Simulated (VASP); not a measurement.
Wanted: the native input for a VASP 6.6.1 run.

| Property | Result |
| --- | --- |
| Task | single point |
| Functional | PBE |
| Potentials or basis | VASP PAW PBE potentials, release 64 (Cu, O) |
| Cutoff | 600 eV |
| k mesh | 8 × 8 × 7 |
| Occupations | gaussian, width 0.05 eV |
| Spin | collinear spin, ferromagnetic start |
| Starting moments | [-0.45, -0.66] μB |
| Hubbard terms | Cu d U = 6.0 eV |
| Dipole correction | no |
| Further INCAR settings | ALGO = Normal; EDIFF = 1e-06; NBANDS = 20 |

The structure of CuO lies in POSCAR:

```
CuO
1.0
    2.8363251100      0.0000000000      0.0000000000
   -1.4181625500      2.4563296000      0.0000000000
    0.0000000000      0.0000000000      2.7681127800
Cu O
1 1
Direct
    0.0000000000      0.0000000000      0.0000000000
    0.6666666667      0.3333333333      0.5000000000
```

One way to write it, as run:

INCAR

```
SYSTEM = CuO
PREC = Accurate
ENCUT = 600
EDIFF = 1E-6
ISMEAR = 0
SIGMA = 0.05
LREAL = .False.
LASPH = .True.
NELM = 200
ALGO = Normal
ISIF = 2
LWAVE = .False.
LCHARG = .True.
ISPIN = 2
MAGMOM = -0.45 -0.66
LORBIT = 11
LMAXMIX = 4
LDAU = .True.
LDAUTYPE = 2
LDAUL = 2 -1
LDAUU = 6 0
LDAUJ = 0 0
LDAUPRINT = 1
GGA = PE
LELF = .True.
LVHAR = .True.
NBANDS = 20
GGA_COMPAT = .False.
```

KPOINTS

```
regular mesh
0
Gamma
  8 8 7
  0 0 0
```

Potentials or basis: VASP PAW PBE potentials, release 64 (Cu, O).

Launch:

```console
$ cat potpaw_PBE.64/Cu/POTCAR potpaw_PBE.64/O/POTCAR > POTCAR
$ mpirun -np 1 vasp_std > vasp.out
```

It gave:

- Pressure: -2.4 GPa
- Band gap on the k mesh: zero (filled and empty bands overlap)
- Net moment: -1.00 μB per cell
- Site moments: Cu -0.46; O -0.50 μB
- Valence electrons inside the program's atomic spheres: Cu 9.90; O 4.88

Caveat: a cell with one magnetic atom can't hold antiferromagnetic order, which such compounds often take.

Run time: 20 s on 1 thread of Intel(R) Xeon(R) Platinum 8375C CPU @ 2.90GHz (Ice Lake), with other jobs on the host, peak memory 0.16 GiB.
